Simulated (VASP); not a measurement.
Write the native input for VASP 6.6.1 that does the following.

```yaml
Task: relaxation of cell and atoms
Functional: PBE
Potentials_or_basis: VASP PAW PBE potentials, release 64 (Pt, H)
Cutoff: 600 eV
k_mesh: 12 × 12 × 4
Occupations: gaussian, width 0.1 eV
Spin: no spin polarisation
Dipole_correction: no
Further_INCAR_settings: ALGO = Fast; EDIFF = 1e-07; IBRION = 2; EDIFFG = -0.025; NSW = 90; ISIF = 3
```

The structure of H2Pt lies in POSCAR:

```
H2Pt
1.0
    2.8437489005      0.0000000000      0.0000000000
   -1.4218744503      2.4627587899      0.0000000000
    0.0000000000      0.0000000000     11.1849336376
Pt H
2 4
Direct
    0.6666666667      0.3333333333      0.7500000000
    0.3333333333      0.6666666667      0.2500000000
    0.3333333333      0.6666666667      0.8348048251
    0.6666666667      0.3333333333      0.1651951749
    0.6666666667      0.3333333333      0.3348048251
    0.3333333333      0.6666666667      0.6651951749
```

One way to write it, as run:

INCAR

```
  PREC = Accurate
  ENCUT = 600
  EDIFF = 1E-7
  ISMEAR = 0
  SIGMA = 0.1
  LREAL = False
  LASPH = True
  NELM = 100
  ALGO = Fast
  ISIF = 3
  LWAVE = False
  LCHARG = False
  GGA = PE
  IBRION = 2
  NSW = 90
  EDIFFG = -0.025
```

KPOINTS

```
Automatic mesh
0
Gamma
  12 12 4
```

Potentials or basis: VASP PAW PBE potentials, release 64 (Pt, H).

Run with:

```console
$ cat potpaw_PBE.64/Pt/POTCAR potpaw_PBE.64/H/POTCAR > POTCAR
$ mpirun -np 1 vasp_std > vasp.out
```

It gave:

The relaxed volume is 12.99 Å³/atom. The relaxed cell is a = 2.838 Å, b = 2.838 Å, c = 11.181 Å, α = 90.00°, β = 90.00°, γ = 120.00°. The space group after relaxing (to 0.1 Å) is P6_3/mmc (No. 194). The energy gained by relaxing is 0.1 meV/atom and the ionic steps are 4. The pressure after relaxing is 0.0 GPa, the largest force after relaxing is 0.022 eV/Å and the band gap on the k mesh is zero (bands 12 and 13 overlap by 3.73 eV).

Caveat: spin-orbit coupling is left out, which moves the levels of the heavy elements.

Wall time 2.2 min on 1 thread of AMD EPYC 9R45 (Zen 5), with other jobs on the host, peak memory 0.24 GiB.
